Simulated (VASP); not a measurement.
# Ge (P-1) in VASP: further runs

The runs below take Ge through single point, with PBE.

Everything below comes from runs of VASP 6.6.1. Logs are shortened: lines on timing, memory, paths and dates and some standing lists are left out, and cuts for length are marked.

## (1) The cell of the first run

The typed cell holds 1 atom: a = 2.981 Å, b = 2.963 Å, c = 2.914 Å, α = 61.22°, β = 60.32°, γ = 60.50°.

## (2) Single point, PBE, non-collinear spin, zero start, spin-orbit coupling

The input, INCAR:

```
PREC     = Accurate       # precision mode
ENCUT    = 520            # plane-wave cutoff, eV
EDIFF    = 1E-7           # SCF threshold, eV
ISMEAR   = 1              # smearing method
SIGMA    = 0.01           # smearing width, eV
LREAL    = False          # projectors in reciprocal space
LASPH    = True           # aspherical terms in the spheres
NELM     = 150            # most SCF steps
ALGO     = Fast           # electronic algorithm
ISIF     = 2              # what is computed and relaxed
LWAVE    = False          # write WAVECAR
LCHARG   = True           # write CHGCAR
LNONCOLLINEAR= True           # non-collinear magnetism
MAGMOM   = 0 0 0          # initial moments
LORBIT   = 11             # projections on sites
LSORBIT  = True           # spin-orbit coupling
GGA_COMPAT= False        
LORBMOM  = True         
GGA      = PE             # functional
LVHAR    = True         
NBANDS   = 25             # bands
```

The input, KPOINTS:

```
regular mesh
0
Gamma
  8 8 8
```

The input, POSCAR:

```
Ge
1.0
   -0.0282083000      2.1019966500      2.1134578200
    2.0716247400     -0.0325513900      2.1178009100
    2.0429605600      2.0776755600     -0.0038872100
Ge
1
Direct
    0.0000000000      0.0000000000      0.0000000000
```

Potentials or basis: VASP PAW PBE potentials, release 64 (Ge_d).

On the command line:

```sh
$ cat potpaw_PBE.64/Ge_d/POTCAR > POTCAR
$ mpirun -np 1 vasp_ncl > vasp.out
```

OUTCAR:

```text
PREC = Accurate
   ENCUT = 520
   EDIFF = 1E-7
   ISMEAR = 1
   LREAL = False
   LASPH = True
   NELM = 150
   ISIF = 2
   LNONCOLLINEAR = True
   LORBIT = 11
   LSORBIT = True
   GGA = PE

 ion  position               nearest neighbor table
   1  0.000  0.000  0.000-

  LATTYP: Found a triclinic cell.
 ALAT       =     2.9627300503
 B/A-ratio  =     1.0100697834
 C/A-ratio  =     1.0061399040
 COS(alpha) =     0.0053359435
 COS(beta)  =     0.4924352833
 COS(gamma) =     0.5212386751

  Lattice vectors:

 A1 = (  -2.0716247400,   0.0325513900,  -2.1178009100)
 A2 = (  -0.0286641800,   2.1102269500,  -2.1216881200)
 A3 = (   0.0282083000,  -2.1019966500,  -2.1134578200)

Analysis of symmetry for initial positions (statically):
=====================================================================
 Subroutine PRICEL returns:
 Original cell was already a primitive cell.

 Routine SETGRP: Setting up the symmetry group for a
 triclinic supercell.

 Subroutine GETGRP returns: Found  2 space group operations
 (whereof  2 operations were pure point group operations)
 out of a pool of  2 trial point group operations.

The static configuration has the point symmetry S_2 .

Analysis of symmetry for dynamics (positions and initial velocities):
=====================================================================
 Subroutine PRICEL returns:
 Original cell was already a primitive cell.

 Routine SETGRP: Setting up the symmetry group for a
 triclinic supercell.

 Subroutine GETGRP returns: Found  2 space group operations
 (whereof  2 operations were pure point group operations)
 out of a pool of  2 trial point group operations.

The dynamic configuration has the point symmetry S_2 .

Analysis of structural, dynamic, and magnetic symmetry:
=====================================================================
 Subroutine PRICEL returns:
 Original cell was already a primitive cell.

 Routine SETGRP: Setting up the symmetry group for a
 triclinic supercell.

 Subroutine GETGRP returns: Found  2 space group operations
 (whereof  2 operations were pure point group operations)
 out of a pool of  2 trial point group operations.

The overall configuration has the point symmetry S_2 .

 Subroutine INISYM returns: Found  2 space group operations
 (whereof  2 operations are pure point group operations),
 and found     1 'primitive' translations

----------------------------------------------------------------------------------------

                                     Primitive cell

  volume of cell :      18.4727

  direct lattice vectors                    reciprocal lattice vectors
    -0.028208300  2.101996650  2.113457820    -0.238187753  0.234650641  0.236601016
     2.071624740 -0.032551390  2.117800910     0.238148446 -0.233728457  0.235639525
     2.042960560  2.077675560 -0.003887210     0.244707081  0.240247785 -0.235678831

  length of vectors
     2.980920928  2.962730050  2.913835735     0.409602697  0.408496830  0.416107036

  position of ions in fractional coordinates (direct lattice)
     0.000000000  0.000000000  0.000000000

  ion indices of the primitive-cell ions
   primitive index   ion index
                 1           1

----------------------------------------------------------------------------------------

 KPOINTS: regular mesh

Automatic generation of k-mesh.
 Grid dimensions read from file:
 generate k-points for:    8    8    8

 Generating k-lattice:

  Cartesian coordinates                     Fractional coordinates (reciprocal lattice)
    -0.029773469  0.029331330  0.029575127     0.125000000 -0.000000000 -0.000000000
     0.029768556 -0.029216057  0.029454941    -0.000000000  0.125000000  0.000000000
     0.030588385  0.030030973 -0.029459854     0.000000000 -0.000000000  0.125000000

  Length of vectors
[... 52 lines left out ...]
   LASPH  =      T    aspherical Exc in radial PAW
   ENCUT  =  520.0 eV  38.22 Ry    6.18 a.u.   5.54  5.51  5.42*2*pi/ulx,y,z
   NELM   =    150;   NELMIN=  2; NELMDL= -5     # of ELM steps
   EDIFF  = 0.1E-06   stopping-criterion for ELM
   LREAL  =      F    real-space projection
   EDIFFG = 0.1E-05   stopping-criterion for IOM
   NSW    =      0    number of steps for IOM
   IBRION =     -1    ionic relax: 0-MD 1-quasi-New 2-CG
   NFREE  =      0    steps in history (QN), initial steepest desc. (CG)
   ISIF   =      2    stress and relaxation
   ISYM   =      2    0-nonsym 1-usesym 2-fastsym
   POTIM  = 0.5000    time-step for ionic-motion
   TEBEG  =    0.0;   TEEND  =   0.0 temperature during run
   PSTRESS=    0.0 pullay stress
   NELECT =      14.0000    total number of electrons
   NUPDOWN=      -1.0000    fix difference up-down
   EMIN   =  10.00;   EMAX   =-10.00  energy-range for DOS
   EFERMI =   0.00;   METHOD = LEGACY
   ISMEAR =     1;   SIGMA  =   0.01  broadening in eV -4-tet -1-fermi 0-gaus
   EFERMI_NEDOS =   21; number of points for ismear=-14 and -15
   IALGO  =     68    algorithm
   IMIX   =      4    mixing-type and parameters
     AMIX     =   0.40;   BMIX     =  1.00
     AMIX_MAG =   1.60;   BMIX_MAG =  1.00
  volume/ion in A,a.u.               =      18.47       124.66
  Fermi-wavevector in a.u.,A,eV,Ry     =   1.492590  2.820586 30.311398  2.227825
  Thomas-Fermi vector in A             =   2.605099
   LORBIT       =     11    0 simple, 1 ext, 2 COOP (PROOUT), +10 PAW based schemes
   GGA     = PE    functional components
   LHFCALC =     F    Hartree Fock is set to
   AEXX    =    0.0000 exact exchange contribution
   IVDW    =     0    specifies the selected vdW correction
   LEPSILON=     F    determine dielectric tensor
   LRPA    =     F    only Hartree local field effects (RPA)
 RMM-DIIS sequential band-by-band and
 Methfessel and Paxton  Order N= 1 SIGMA  =   0.01
  energy-cutoff  :      520.00
  volume of cell :       18.47
 maximum number of plane-waves:      1054
 NGX is ok and might be reduce to    24
   NGX = 11   NGY = 11   NGZ = 11

 number of electron      13.9999997 magnetization       0.0000011      0.0000003      0.0000026

 number of electron      13.9999997 magnetization      -0.0000106      0.0000038     -0.0000097

 number of electron      13.9999997 magnetization       0.0000016     -0.0000008      0.0000008

 Free energy of the ion-electron system (eV)
  ---------------------------------------------------
  ext. energy  EPLUGINS =         0.00000000
  ---------------------------------------------------
  free energy    TOTEN  =        -4.19670841 eV

  energy without entropy =       -4.19669806  energy(sigma->0) =       -4.19670496

 E-fermi :   7.1964     XC(G=0): -11.4022

 val. band max:        7.1825616277   @ k =  -0.3750   0.0000   0.2500
 cond. band min:       7.1990286647   @ k =   0.2500   0.2500   0.3750
 fundamental gap:      0.0164670370
 Fermi energy:         7.1963870153

 k-point     1 :       0.0000    0.0000    0.0000
  band No.  band energies     occupation
      1     -18.0283      1.00000
      2     -18.0283      1.00000
      3     -18.0247      1.00000
      4     -18.0247      1.00000
      5     -17.4652      1.00000
      6     -17.4652      1.00000
[... 661 lines left out ...]
     24      27.6341      0.00000
     25      28.4421      0.00000

 [... further k-points ...]

------------------------ aborting loop because EDIFF is reached ----------------------------------------

  FORCE on cell =-STRESS in cart. coord.  units (eV):
  Direction    XX          YY          ZZ          XY          YZ          ZX
  --------------------------------------------------------------------------------------
  -------------------------------------------------------------------------------------
  Total        0.4757076      0.4684801      0.5363234     -0.1098221     -0.0521285     -0.0581800
  in kB       41.2590996     40.6322395     46.5164274     -9.5250944     -4.5212140     -5.0460699
  external PRESSURE =      42.8025888 kB  Pullay stress =       0.0000000 kB

 VOLUME and BASIS-vectors are now :
 -----------------------------------------------------------------------------
  energy-cutoff  :      520.00
  volume of cell :       18.47
      direct lattice vectors                 reciprocal lattice vectors
    -0.028208300  2.101996650  2.113457820    -0.238187753  0.234650641  0.236601016
     2.071624740 -0.032551390  2.117800910     0.238148446 -0.233728457  0.235639525
     2.042960560  2.077675560 -0.003887210     0.244707081  0.240247785 -0.235678831

 POSITION                                       TOTAL-FORCE (eV/Angst)
 -----------------------------------------------------------------------------------
      0.00000      0.00000      0.00000         0.000000      0.000000      0.000000
 -----------------------------------------------------------------------------------
    total drift:                               -0.000000      0.000000      0.000000

  FREE ENERGIE OF THE ION-ELECTRON SYSTEM (eV)
  ---------------------------------------------------
  free  energy   TOTEN  =        -4.1967084145 eV

  energy  without entropy=       -4.1966980580  energy(sigma->0) =       -4.19670496

 orbital moment (x)

 # of ion     p       d       tot
 ----------------------------------------
  1        -0.000  -0.000  -0.000
 ----------------------------------------
           -0.000  -0.000  -0.000

 orbital moment (y)

 # of ion     p       d       tot
 ----------------------------------------
  1        -0.000  -0.000  -0.000
 ----------------------------------------
           -0.000  -0.000  -0.000

 orbital moment (z)

 # of ion     p       d       tot
 ----------------------------------------
  1        -0.000  -0.000  -0.000
 ----------------------------------------
           -0.000  -0.000  -0.000

 Spin-Orbit-Coupling matrix elements

 Ion:    1  E_soc:     -0.0170736
 l=   1
     0.0000000    -0.0018862    -0.0019278
    -0.0018862     0.0000000    -0.0019231
    -0.0019278    -0.0019231     0.0000000
 l=   2
     0.0000000    -0.0001872     0.0000000    -0.0001869    -0.0007456
    -0.0001872     0.0000000    -0.0005603    -0.0001871    -0.0001869
     0.0000000    -0.0005603     0.0000000    -0.0005594     0.0000000
    -0.0001869    -0.0001871    -0.0005594     0.0000000    -0.0001863
    -0.0007456    -0.0001869     0.0000000    -0.0001863     0.0000000
 l=   3
     0.0000000     0.0000000     0.0000000     0.0000000     0.0000000     0.0000000     0.0000000
     0.0000000     0.0000000     0.0000000     0.0000000     0.0000000     0.0000000     0.0000000
     0.0000000     0.0000000     0.0000000     0.0000000     0.0000000     0.0000000     0.0000000
     0.0000000     0.0000000     0.0000000     0.0000000     0.0000000     0.0000000     0.0000000
     0.0000000     0.0000000     0.0000000     0.0000000     0.0000000     0.0000000     0.0000000
     0.0000000     0.0000000     0.0000000     0.0000000     0.0000000     0.0000000     0.0000000
     0.0000000     0.0000000     0.0000000     0.0000000     0.0000000     0.0000000     0.0000000

 total charge

# of ion       s       p       d       tot
------------------------------------------
    1        1.280   0.895  10.026  12.202

 magnetization (x)

# of ion       s       p       d       tot
------------------------------------------
    1        0.000   0.000  -0.000   0.000

 magnetization (y)

# of ion       s       p       d       tot
------------------------------------------
    1        0.000  -0.000  -0.000  -0.000

 magnetization (z)

# of ion       s       p       d       tot
------------------------------------------
    1       -0.000  -0.000  -0.000  -0.000
```

Run time: 2.5 min. Hardware: 1 thread of Oxide Virtual Turin-like, shared host; peak memory 0.28 GiB.

Results:

- Free energy: -4.1967 eV
- Pressure: 4.3 GPa
- Net moment: 0.00 μB per cell
- Valence electrons inside the program's atomic spheres: Ge 12.20

Moments on the atoms (μB; x, y, z):
```
Ge  0.00 0.00 0.00
```

Caveat: the cell stands under pressure.

## (3) Single point, PBE, non-collinear spin, zero start, spin-orbit coupling

The input, INCAR:

```
SYSTEM = Ge
PREC = Accurate ; ENCUT = 520
EDIFF = 1E-7 ; ISMEAR = 1
SIGMA = 0.005 ; LREAL = .FALSE.
LASPH = .TRUE. ; NELM = 150
ALGO = Normal ; ISIF = 2
LWAVE = .FALSE. ; LCHARG = .FALSE.
LNONCOLLINEAR = .TRUE. ; MAGMOM = 0 0 0
LORBIT = 11 ; LSORBIT = .TRUE.
GGA_COMPAT = .FALSE. ; LORBMOM = .TRUE.
GGA = PE ; NBANDS = 25
```

The input, KPOINTS:

```
regular mesh
0
G
  8 8 8
  0 0 0
```

POSCAR is that of step 2.

Potentials or basis: VASP PAW PBE potentials, release 64 (Ge_d).

On the command line:

```sh
$ cat potpaw_PBE.64/Ge_d/POTCAR > POTCAR
$ mpirun -np 1 vasp_ncl > vasp.out
```

It took 2.2 min on 1 thread of Oxide Virtual Turin-like, shared host; peak memory 0.28 GiB.

It converged, with:

```yaml
Free_energy: -4.1967 eV
Pressure: 4.3 GPa
Net_moment: 0.00 μB per cell
Valence_electrons_inside_the_program's_atomic_spheres: Ge 12.20
```

Stress tensor (GPa, compression positive):
```
 4.17 -0.95 -0.46
-0.95  4.09 -0.40
-0.46 -0.40  4.74
```

Moments on the atoms (μB; x, y, z):
```
Ge  0.00 0.00 0.00
```

Caveat: the cell stands under pressure.
